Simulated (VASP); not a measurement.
# WS2 (C2/m) in VASP: notebook, part 2 of 2

VASP 6.6.1. The steps go on from the part before.

### Step 5. Single point, PBE (volume scaled by 0.96)

File INCAR:

```
PREC = Accurate
ENCUT = 520
EDIFF = 1E-7
ISMEAR = -1
SIGMA = 0.05
LREAL = False
LASPH = True
NELM = 60
ALGO = Normal
ISIF = 2
LWAVE = False
LCHARG = True
GGA = PE
LELF = True
LVHAR = True
NBANDS = 20
```

File KPOINTS:

```
Automatic mesh
0
Gamma
  8 8 6
```

File POSCAR:

```
WS2
1.0
    3.1178686525     -1.9113155019      0.0000000000
    3.1178686525      1.9113155019      0.0000000000
   -0.0030695758      0.0000000000      4.3968486215
W S
1 2
Direct
    0.0000000000      0.0000000000      0.0000000000
    0.6879000000      0.6879000000      0.2889000000
    0.3121000000      0.3121000000      0.7111000000
```

Potentials or basis: VASP PAW PBE potentials, release 64 (W_sv, S).

Command:

```console
$ cat potpaw_PBE.64/W_sv/POTCAR potpaw_PBE.64/S/POTCAR > POTCAR
$ mpirun -np 1 vasp_std > vasp.out
```

OUTCAR:

```text
PREC = Accurate
   ENCUT = 520
   EDIFF = 1E-7
   ISMEAR = -1
   LREAL = False
   LASPH = True
   NELM = 60
   ISIF = 2
   GGA = PE

 ion  position               nearest neighbor table
   1  0.000  0.000  0.000-   2 2.32   3 2.32   2 2.58   2 2.58   3 2.58   3 2.58
   2  0.688  0.688  0.289-   1 2.32   1 2.58   1 2.58   3 2.77   3 2.77
   3  0.312  0.312  0.711-   1 2.32   1 2.58   1 2.58   2 2.77   2 2.77

  LATTYP: Found a base centered monoclinic cell.
 ALAT       =     6.2357373050
 B/A-ratio  =     0.6130198911
 C/A-ratio  =     0.7051050225
 COS(beta)  =    -0.0006981307

  Lattice vectors:

 A1 = (   3.1178686525,  -1.9113155019,   0.0000000000)
 A2 = (   3.1178686525,   1.9113155019,   0.0000000000)
 A3 = (  -0.0030695758,   0.0000000000,   4.3968486215)

Analysis of symmetry for initial positions (statically):
=====================================================================
 Subroutine PRICEL returns:
 Original cell was already a primitive cell.

 Routine SETGRP: Setting up the symmetry group for a
 base centered monoclinic supercell.

 Subroutine GETGRP returns: Found  4 space group operations
 (whereof  4 operations were pure point group operations)
 out of a pool of  4 trial point group operations.

The static configuration has the point symmetry C_2h.

Analysis of symmetry for dynamics (positions and initial velocities):
=====================================================================
 Subroutine PRICEL returns:
 Original cell was already a primitive cell.

 Routine SETGRP: Setting up the symmetry group for a
 base centered monoclinic supercell.

 Subroutine GETGRP returns: Found  4 space group operations
 (whereof  4 operations were pure point group operations)
 out of a pool of  4 trial point group operations.

The dynamic configuration has the point symmetry C_2h.

 Subroutine INISYM returns: Found  4 space group operations
 (whereof  4 operations are pure point group operations),
 and found     1 'primitive' translations

----------------------------------------------------------------------------------------

                                     Primitive cell

  volume of cell :      52.4037

  direct lattice vectors                    reciprocal lattice vectors
     3.117868652 -1.911315502  0.000000000     0.160365960 -0.261599929  0.000111956
     3.117868652  1.911315502  0.000000000     0.160365960  0.261599929  0.000111956
    -0.003069576  0.000000000  4.396848622     0.000000000  0.000000000  0.227435622

  length of vectors
     3.657079693  3.657079693  4.396849693     0.306841615  0.306841615  0.227435622

  position of ions in fractional coordinates (direct lattice)
     0.000000000  0.000000000  0.000000000
     0.687900000  0.687900000  0.288900000
     0.312100000  0.312100000  0.711100000

  ion indices of the primitive-cell ions
   primitive index   ion index
                 1           1
                 2           2
                 3           3

----------------------------------------------------------------------------------------

 KPOINTS: Automatic mesh

Automatic generation of k-mesh.
 Grid dimensions read from file:
 generate k-points for:    8    8    6

 Generating k-lattice:

  Cartesian coordinates                     Fractional coordinates (reciprocal lattice)
     0.020045745 -0.032699991  0.000013995     0.125000000  0.000000000  0.000000000
     0.020045745  0.032699991  0.000013995     0.000000000  0.125000000  0.000000000
     0.000000000  0.000000000  0.037905937     0.000000000  0.000000000  0.166666667

  Length of vectors
     0.038355202  0.038355202  0.037905937

  Shift w.r.t. Gamma in fractional coordinates (k-lattice)
     0.000000000  0.000000000  0.000000000

 Subroutine IBZKPT returns following result:
 ===========================================

 Found    114 irreducible k-points:

 Following reciprocal coordinates:
            Coordinates               Weight
  0.000000  0.000000  0.000000      1.000000
  0.125000  0.000000 -0.000000      4.000000
  0.250000  0.000000 -0.000000      4.000000
  0.375000  0.000000 -0.000000      4.000000
  0.500000  0.000000 -0.000000      2.000000
  0.125000  0.125000 -0.000000      2.000000
[... 16 lines left out ...]
  0.125000  0.000000  0.166667      4.000000
  0.250000  0.000000  0.166667      4.000000
 [... further k-points ...]
   k-points           NKPTS =    114   k-points in BZ     NKDIM =    114   number of bands    NBANDS=     20
   number of dos      NEDOS =    301   number of ions     NIONS =      3
   total plane-waves  NPLWV =  28224
   dimension x,y,z NGX =    28 NGY =   28 NGZ =   36
   dimension x,y,z NGXF=    56 NGYF=   56 NGZF=   72
   ions per type =               1   2
   NGX,Y,Z   is equivalent  to a cutoff of  12.73, 12.73, 13.61 a.u.
   NGXF,Y,Z  is equivalent  to a cutoff of  25.46, 25.46, 27.22 a.u.
 SYSTEM =  unknown system
   PREC   = accura    normal or accurate (medium, high low for compatibility)
   ISTART =      0    job   : 0-new  1-cont  2-samecut
   ICHARG =      2    charge: 1-file 2-atom 10-const
   ISPIN  =      1    spin polarized calculation?
   LNONCOLLINEAR =      F non collinear calculations
   LSORBIT =      F    spin-orbit coupling
   LASPH  =      T    aspherical Exc in radial PAW
   ENCUT  =  520.0 eV  38.22 Ry    6.18 a.u.   6.80  6.80  8.18*2*pi/ulx,y,z
   NELM   =     60;   NELMIN=  2; NELMDL= -5     # of ELM steps
   EDIFF  = 0.1E-06   stopping-criterion for ELM
   LREAL  =      F    real-space projection
   EDIFFG = 0.1E-05   stopping-criterion for IOM
   NSW    =      0    number of steps for IOM
   IBRION =     -1    ionic relax: 0-MD 1-quasi-New 2-CG
   NFREE  =      0    steps in history (QN), initial steepest desc. (CG)
   ISIF   =      2    stress and relaxation
   ISYM   =      2    0-nonsym 1-usesym 2-fastsym
   POTIM  = 0.5000    time-step for ionic-motion
   TEBEG  =    0.0;   TEEND  =   0.0 temperature during run
   PSTRESS=    0.0 pullay stress
   NELECT =      26.0000    total number of electrons
   NUPDOWN=      -1.0000    fix difference up-down
   EMIN   =  10.00;   EMAX   =-10.00  energy-range for DOS
   EFERMI =   0.00;   METHOD = LEGACY
   ISMEAR =    -1;   SIGMA  =   0.05  broadening in eV -4-tet -1-fermi 0-gaus
   EFERMI_NEDOS =   21; number of points for ismear=-14 and -15
   IALGO  =     38    algorithm
   IMIX   =      4    mixing-type and parameters
     AMIX     =   0.40;   BMIX     =  1.00
     AMIX_MAG =   1.60;   BMIX_MAG =  1.00
  volume/ion in A,a.u.               =      17.47       117.88
  Fermi-wavevector in a.u.,A,eV,Ry     =   1.296021  2.449125 22.853304  1.679670
  Thomas-Fermi vector in A             =   2.427504
   LORBIT       =      0    0 simple, 1 ext, 2 COOP (PROOUT), +10 PAW based schemes
   GGA     = PE    functional components
   LHFCALC =     F    Hartree Fock is set to
   AEXX    =    0.0000 exact exchange contribution
   IVDW    =     0    specifies the selected vdW correction
   LEPSILON=     F    determine dielectric tensor
   LRPA    =     F    only Hartree local field effects (RPA)
 non-spin polarized calculation
  energy-cutoff  :      520.00
  volume of cell :       52.40
 maximum number of plane-waves:      1429
   NGX = 13   NGY = 13   NGZ = 17

 number of electron      26.0000002 magnetization

 Free energy of the ion-electron system (eV)
  ---------------------------------------------------
  ext. energy  EPLUGINS =         0.00000000
  ---------------------------------------------------
  free energy    TOTEN  =       -20.78819922 eV

  energy without entropy =      -20.77351806  energy(sigma->0) =      -20.78085864

 E-fermi :   7.8186     XC(G=0): -11.2797

 val. band max:        7.8110056750   @ k =  -0.2500  -0.2500   0.3333
 cond. band min:       7.8309687471   @ k =  -0.3750   0.3750   0.5000
 fundamental gap:      0.0199630721
 Fermi energy:         7.8186173015

 k-point     1 :       0.0000    0.0000    0.0000
  band No.  band energies     occupation
      1     -67.0414      2.00000
      2     -31.3475      2.00000
      3     -31.2267      2.00000
      4     -31.0308      2.00000
      5      -7.6746      2.00000
      6      -3.7917      2.00000
[... 12 lines left out ...]
     19      13.6672      0.00000
     20      14.4022      0.00000
[... 507 lines left out ...]
 k-point    24 :       0.2500    0.0000    0.1667
  band No.  band energies     occupation
      1     -67.0406      2.00000
      2     -31.3668      2.00000
      3     -31.2457      2.00000
      4     -31.0275      2.00000
      5      -6.9320      2.00000
      6      -4.4517      2.00000
[... 12 lines left out ...]
     19      14.0173      0.00000
     20      15.5569      0.00000

 [... further k-points ...]
[... 5 lines left out ...]
  --------------------------------------------------------------------------------------
  -------------------------------------------------------------------------------------
  Total       -1.6607513     -5.2487277      6.6543895      0.0000000      0.0000000     -3.5438468
  in kB      -50.7754156   -160.4733488    203.4497197      0.0000000      0.0000000   -108.3487278
  external PRESSURE =      -2.5996816 kB  Pullay stress =       0.0000000 kB

 VOLUME and BASIS-vectors are now :
 -----------------------------------------------------------------------------
  energy-cutoff  :      520.00
  volume of cell :       52.40
      direct lattice vectors                 reciprocal lattice vectors
     3.117868652 -1.911315502  0.000000000     0.160365960 -0.261599929  0.000111956
     3.117868652  1.911315502  0.000000000     0.160365960  0.261599929  0.000111956
    -0.003069576  0.000000000  4.396848622     0.000000000  0.000000000  0.227435622

 POSITION                                       TOTAL-FORCE (eV/Angst)
 -----------------------------------------------------------------------------------
      0.00000      0.00000      0.00000         0.000000      0.000000      0.000000
      4.28868      0.00000      1.27025        -1.543938      0.000000     -0.405303
      1.94399      0.00000      3.12660         1.543938      0.000000      0.405303
 -----------------------------------------------------------------------------------
    total drift:                               -0.000000      0.000000      0.000000

  FREE ENERGIE OF THE ION-ELECTRON SYSTEM (eV)
  ---------------------------------------------------
  free  energy   TOTEN  =       -20.7881992221 eV

  energy  without entropy=      -20.7735180566  energy(sigma->0) =      -20.78085864
```

OSZICAR:

```text
N       E                     dE             d eps       ncg     rms          rms(c)
DAV:   1     0.195919795256E+03    0.19592E+03   -0.12932E+04  4560   0.130E+03
DAV:   2    -0.119320729154E+02   -0.20785E+03   -0.20158E+03  5292   0.341E+02
DAV:   3    -0.225295527801E+02   -0.10597E+02   -0.10427E+02  5724   0.703E+01
DAV:   4    -0.226920250136E+02   -0.16247E+00   -0.16211E+00  5476   0.926E+00
DAV:   5    -0.226944239615E+02   -0.23989E-02   -0.23986E-02  5756   0.119E+00    0.210E+01
DAV:   6    -0.210731130671E+02    0.16213E+01   -0.13086E+01  4720   0.201E+01    0.900E+00
DAV:   7    -0.208536226594E+02    0.21949E+00   -0.30010E+00  4768   0.845E+00    0.618E+00
DAV:   8    -0.207919150860E+02    0.61708E-01   -0.46106E-01  5364   0.392E+00    0.108E+00
DAV:   9    -0.207884952767E+02    0.34198E-02   -0.24934E-02  5092   0.104E+00    0.389E-01
DAV:  10    -0.207881957194E+02    0.29956E-03   -0.23370E-03  5352   0.344E-01    0.134E-01
DAV:  11    -0.207882312793E+02   -0.35560E-04   -0.68343E-04  5264   0.153E-01    0.733E-02
DAV:  12    -0.207881959822E+02    0.35297E-04   -0.19686E-04  5176   0.755E-02    0.126E-02
DAV:  13    -0.207881990712E+02   -0.30890E-05   -0.78171E-06  5288   0.187E-02    0.386E-03
DAV:  14    -0.207881992815E+02   -0.21030E-06   -0.40412E-07  5372   0.423E-03    0.144E-03
DAV:  15    -0.207881992221E+02    0.59390E-07   -0.99300E-08  3264   0.169E-03
   1 F= -.20788199E+02 E0= -.20780859E+02  d E =-.146812E-01
```

stdout:

```text
POSCAR found type information on POSCAR W S
 POSCAR found :  2 types and       3 ions
 scaLAPACK will be used
 LDA part: xc-table for (Slater+PW92), standard interpolation
 POSCAR, INCAR and KPOINTS ok, starting setup
 FFT: planning ... GRIDC
 FFT: planning ... GRID_SOFT
 FFT: planning ... GRID
 WAVECAR not read
 entering main loop
```

Run time: 1.7 min. Hardware: 1 thread of Intel Xeon 6975P-C, shared host; peak memory 0.25 GiB.

Results:

```yaml
Free_energy: -20.7882 eV
Pressure: -0.3 GPa
Largest_force: 1.596 eV/Å
Band_gap_on_the_k_mesh: zero (band 13 reaches 8.04 eV, above the bottom of band 14 at 6.94 eV)
```

Forces on the atoms (eV/Å):
```
W    0.000  0.000  0.000
S   -1.544  0.000 -0.405
S    1.544  0.000  0.405
```

Caveat: spin-orbit coupling is left out, which moves the levels of the heavy elements; forces of over 1 eV/Å act on the atoms, so gaps and moduli don't describe the material at rest.

### Step 6. Single point, PBE (volume scaled by 0.98)

File INCAR:

```
SYSTEM = WS2
ALGO = Normal
EDIFF = 1E-6
ENCUT = 520
GGA = PE
ISIF = 2
ISMEAR = -1
LASPH = .True.
LCHARG = .False.
LREAL = .False.
LWAVE = .False.
NBANDS = 20
NELM = 100
PREC = Accurate
SIGMA = 0.05
```

File KPOINTS:

```
k-points
0
Gamma
  8 8 6
  0 0 0
```

File POSCAR:

```
WS2
1.0
    3.1393718744     -1.9244974047      0.0000000000
    3.1393718744      1.9244974047      0.0000000000
   -0.0030907459      0.0000000000      4.4271726737
W S
1 2
Direct
    0.0000000000      0.0000000000      0.0000000000
    0.6879000000      0.6879000000      0.2889000000
    0.3121000000      0.3121000000      0.7111000000
```

Potentials or basis: VASP PAW PBE potentials, release 64 (W_sv, S).

Command:

```console
$ cat potpaw_PBE.64/W_sv/POTCAR potpaw_PBE.64/S/POTCAR > POTCAR
$ mpirun -np 1 vasp_std > vasp.out
```

Run time: 97 s. Hardware: 1 thread of Intel Xeon 6975P-C, shared host; peak memory 0.25 GiB.

The run converged. Its results:

```
Free energy            : -20.7774 eV
Pressure               : -3.0 GPa
Largest force          : 1.533 eV/Å
Band gap on the k mesh : zero (band 13 reaches 7.77 eV, above the bottom of band 14 at 6.71 eV)
```

Forces in eV/Å, atoms in the order of the input:
```
W    0.000  0.000  0.000
S   -1.408  0.000 -0.607
S    1.408  0.000  0.607
```

Stress tensor (GPa, compression positive):
```
 -8.26   0.00  -9.70
  0.00 -17.72   0.00
 -9.70   0.00  17.01
```

Levels at points of the mesh, in eV from the Fermi level:
```csv
k point,band 10,band 11,band 12,band 13,band 14,band 15,band 16,band 17
"(0.00, 0.00, 0.00)",-1.46,-0.87,-0.70,-0.64,0.29,0.51,1.95,2.87
"(0.50, 0.00, 0.00)",-3.90,-3.65,-2.84,-0.95,0.25,0.46,3.40,4.80
"(0.50, 0.50, 0.00)",-3.52,-3.14,-2.52,-1.46,0.14,0.26,4.15,4.46
"(0.00, 0.00, 0.50)",-3.02,-2.65,-1.94,-1.03,-0.84,0.31,4.49,4.67
"(0.50, 0.00, 0.50)",-2.49,-2.11,-0.50,-0.35,0.25,0.48,2.76,4.25
"(0.50, 0.50, 0.50)",-3.77,-2.42,-1.68,-0.26,0.22,0.51,2.55,4.25
```

Caveat: spin-orbit coupling is left out, which moves the levels of the heavy elements; forces of over 1 eV/Å act on the atoms, so gaps and moduli don't describe the material at rest.

### Step 7. Overview

| cell | gap on the mesh (eV) | pressure (GPa) | largest force (eV/Å) |
| --- | --- | --- | --- |
| a = 3.756, b = 3.756, c = 4.516 Å, angles 90.0, 90.0, 63.0°, 3 atoms | none | -9.6 | 1.53 |
| a = 3.780, b = 3.780, c = 4.545 Å, angles 90.0, 90.0, 63.0°, 3 atoms | none | -11.3 | 1.58 |
| a = 3.632, b = 3.632, c = 4.366 Å, angles 90.0, 90.0, 63.0°, 3 atoms | none | 2.8 | 1.70 |
| a = 3.657, b = 3.657, c = 4.397 Å, angles 90.0, 90.0, 63.0°, 3 atoms | none | -0.3 | 1.60 |
| a = 3.682, b = 3.682, c = 4.427 Å, angles 90.0, 90.0, 63.0°, 3 atoms | none | -3.0 | 1.53 |

Alike in all rows: task single point; level PBE; potentials or basis VASP PAW PBE potentials, release 64 (W_sv, S); no spin polarisation; k mesh 8 × 8 × 6; cutoff (eV) 520; smearing fermi-dirac 0.05 eV.

Caveats: spin-orbit coupling is left out, which moves the levels of the heavy elements; forces of over 1 eV/Å act on the atoms, so gaps and moduli don't describe the material at rest.

Total energies depend on the potentials used, so only differences within one code and one set of settings carry meaning.
